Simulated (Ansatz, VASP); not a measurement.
**One calculation of CdS, two programs**

File POSCAR:

```
CdS
1.0
    0.0000000000      2.8569628861      2.8569628861
    2.8569628861      0.0000000000      2.8569628861
    2.8569628861      2.8569628861      0.0000000000
Cd S
1 1
Direct
    0.0000000000      0.0000000000      0.0000000000
    0.7500000000      0.7500000000      0.7500000000
```

File INCAR.step1:

```
SYSTEM = CdS
  PREC = Accurate
  ENCUT = 520
  EDIFF = 1E-5
  ISMEAR = -1
  SIGMA = 0.05
  LREAL = .FALSE.
  LASPH = .TRUE.
  NELM = 80
  ALGO = Normal
  ISIF = 2
  LWAVE = .TRUE.
  LCHARG = .FALSE.
  GGA = PE
  NBANDS = 16
```

The input INCAR.step2:

```
SYSTEM = CdS
  PREC = Accurate
  ENCUT = 520
  EDIFF = 1E-6
  ISMEAR = -1
  SIGMA = 0.05
  LREAL = .FALSE.
  LASPH = .TRUE.
  NELM = 80
  ALGO = Normal
  ISIF = 2
  LWAVE = .FALSE.
  LCHARG = .FALSE.
  GGA = B5
  LHFCALC = .TRUE.
  AEXX = 0.5
  ALDAX = 0.5
  AGGAX = 0.5
  AGGAC = 1.0
  ALDAC = 0.0
  PRECFOCK = Normal
  ISTART = 1
  NBANDS = 16
```

File KPOINTS:

```
regular mesh
0
G
  4 4 4
  0 0 0
```

The input input.yaml:

```yaml
crystal:
  lattice:
    - [0.0, 2.8569628861, 2.8569628861]
    - [2.8569628861, 0.0, 2.8569628861]
    - [2.8569628861, 2.8569628861, 0.0]
  atoms:
    - { symbol: Cd, position: [0.0, 0.0, 0.0] }
    - { symbol: S, position: [0.75, 0.75, 0.75] }
hamiltonian:
  xc: { name: BHLYP }
  pseudopotentials: { kind: paw }
kpoints:
  mp_grid: { grid: [4, 4, 4] }
scf:
  occupations: { method: fermi_dirac, width: 0.05 }
output:
  forces: true
  stress: true
  eigenvalues: true
```

Alike in both runs: task single point; functional BHLYP; k mesh 4 × 4 × 4; occupations fermi-dirac, width 0.05 eV; no spin polarisation.

|  | VASP | Ansatz |
| --- | --- | --- |
| version | VASP 6.6.1 | Ansatz 0.2.0 |
| potentials or method | VASP PAW PBE potentials, release 64 (Cd, S) | Ansatz PAW |
| plane-wave cutoff (eV) | 520 | 420 |
| valence electrons in the cell | 18 | 26 |

Ansatz gave:

| Item | Value |
| --- | --- |
| gap on the k mesh at the Fermi level (eV) | 4.81 |
| least direct gap on the mesh (eV) | 4.81 |
| pressure (GPa) | 8.8 |

Task: Estimate VASP's values.

Result: gap on the k mesh at the Fermi level (eV): 4.90; least direct gap on the mesh (eV): 4.90; pressure (GPa): 9.0.

VASP's potentials were made for PBE, not for BHLYP. VASP's potentials hold 18 valence electrons a cell and Ansatz's 26, so a difference there can come from the potentials and not from the codes.

The k mesh is coarse, so the values compare programs but aren't converged.
